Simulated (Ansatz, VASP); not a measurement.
**Two plane-wave programs on HfN**

The input INCAR:

```
SYSTEM = HfN
ALGO = Normal
EDIFF = 1E-7
ENCUT = 520
GGA = PE
ISIF = 2
ISMEAR = 0
LASPH = .True.
LCHARG = .False.
LREAL = .False.
LWAVE = .False.
NBANDS = 14
NELM = 80
PREC = Accurate
SIGMA = 0.05
```

KPOINTS

```
k-points
0
Gamma
  12 12 12
  0 0 0
```

The input POSCAR:

```
HfN
1.0
    0.0000000000      2.2560000000      2.2560000000
    2.2560000000      0.0000000000      2.2560000000
    2.2560000000      2.2560000000      0.0000000000
Hf N
1 1
Direct
    0.0000000000      0.0000000000      0.0000000000
    0.4667553191      0.5332446809      0.5332446809
```

Input for Ansatz:

```yaml
crystal:
  lattice:
    - [0.0, 2.256, 2.256]
    - [2.256, 0.0, 2.256]
    - [2.256, 2.256, 0.0]
  atoms:
    - { symbol: Hf, position: [0.0, 0.0, 0.0] }
    - { symbol: "N", position: [0.4667553191, 0.5332446809, 0.5332446809] }
basis:
  ecutwfc: 420
  fft_grid_basis: typed
kpoints:
  mp_grid: { grid: [12, 12, 12] }
hamiltonian:
  xc: pbe
scf:
  occupations: { method: gaussian, width: 0.05 }
output:
  forces: true
  stress: true
  eigenvalues: true
  bader: true
  write_density: true
  volumetric_format: npy
```

Alike in both runs: task single point; functional PBE; k mesh 12 × 12 × 12; occupations gaussian, width 0.05 eV; no spin polarisation.

|  | VASP | Ansatz |
| --- | --- | --- |
| version | VASP 6.6.1 | Ansatz 0.2.0 |
| potentials or method | VASP PAW PBE potentials, release 64 (Hf_pv, N), cutoff 520 eV | scalar-relativistic, plane waves, PAW |
| valence electrons in the cell | 15 | 31 |

|  | VASP | Ansatz | Ansatz less VASP |
| --- | --- | --- | --- |
| gap on the k mesh at the Fermi level (eV) | none | none | - |
| pressure (GPa) | 7.2 | 9.6 | +2.32 |
| traceless stress, the component that is largest in VASP (GPa) | 6.79 | 6.82 | +0.032 |
| rms of the force components (eV/Å) | 1.083 | 1.080 | -0.0031 |

Atom by atom the forces differ by 0.003 eV/Å (rms over components). A gap of «none» marks a metal or a gap that the smearing closes. VASP's potentials hold 15 valence electrons a cell and Ansatz's 31, so a difference there can come from the potentials and not from the codes.

Spin-orbit coupling is off throughout.
